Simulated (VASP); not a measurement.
**F: single point with PBEsol**

The system is F.

```
F
1.0
     3.04149   -1.74805   -0.23459
     3.04149    1.74805   -0.23459
    -2.28697    0.00000    7.00046
F
4
Direct
  0.08485 0.08485 0.09800
  0.91515 0.91515 0.90200
  0.50157 0.50157 0.59372
  0.49843 0.49843 0.40628
```

- Program: VASP 6.6.1
- Task: single point
- Functional: PBEsol
- Potentials or basis: VASP PAW PBE potentials, release 64 (F)
- Cutoff: 520 eV
- k mesh: 4 × 4 × 2
- Occupations: gaussian, width 0.05 eV
- Spin: no spin polarisation
- Dipole correction: no
- Further INCAR settings: ALGO = Normal; EDIFF = 1e-06; NBANDS = 22

| Quantity | Value |
| --- | --- |
| Pressure | 1.0 GPa |
| Largest force | 1.569 eV/Å |
| Band gap on the k mesh | 2.94 eV, indirect (least direct gap 3.06 eV) |

Forces on the atoms (eV/Å):
```
F   -0.034  0.000 -0.118
F    0.034  0.000  0.118
F   -0.461  0.000  1.499
F    0.461  0.000 -1.499
```

Stress tensor (GPa, compression positive):
```
-0.14  0.00 -1.48
 0.00 -0.50  0.00
-1.48  0.00  3.67
```

Levels at points of the mesh, in eV from the valence-band top:
| k point | band 10 | band 11 | band 12 | band 13 | band 14 | band 15 | band 16 | band 17 | band 18 | band 19 |
| --- | --- | --- | --- | --- | --- | --- | --- | --- | --- | --- |
| (0.00, 0.00, 0.00) | -3.40 | -0.36 | -0.17 | -0.12 | -0.12 | 2.94 | 3.95 | 8.69 | 11.13 | 12.27 |
| (0.50, 0.00, 0.00) | -3.50 | -0.39 | -0.36 | -0.27 | -0.24 | 3.24 | 3.82 | 12.67 | 12.86 | 14.39 |
| (0.50, 0.50, 0.00) | -3.49 | -0.39 | -0.32 | -0.21 | 0.00 | 3.20 | 3.79 | 12.91 | 13.21 | 13.43 |
| (0.00, 0.00, 0.50) | -3.40 | -0.27 | -0.23 | -0.15 | -0.13 | 3.14 | 3.71 | 9.53 | 9.60 | 14.88 |
| (0.50, 0.00, 0.50) | -3.48 | -0.53 | -0.37 | -0.21 | -0.07 | 3.16 | 3.87 | 12.61 | 13.46 | 13.64 |
| (0.50, 0.50, 0.50) | -3.53 | -0.36 | -0.36 | -0.17 | -0.14 | 3.24 | 3.81 | 12.60 | 12.76 | 14.90 |

Run time: 10 s on 1 thread of Intel(R) Xeon(R) Platinum 8559C (Emerald Rapids) (shared host), peak memory 0.18 GiB.

Caveat: the k points lie up to 0.53 Å⁻¹ apart; the PAW data sets were made with another functional, which shifts forces and pressure a little. PBEsol gaps usually lie below the measured ones, often by a third to a half.
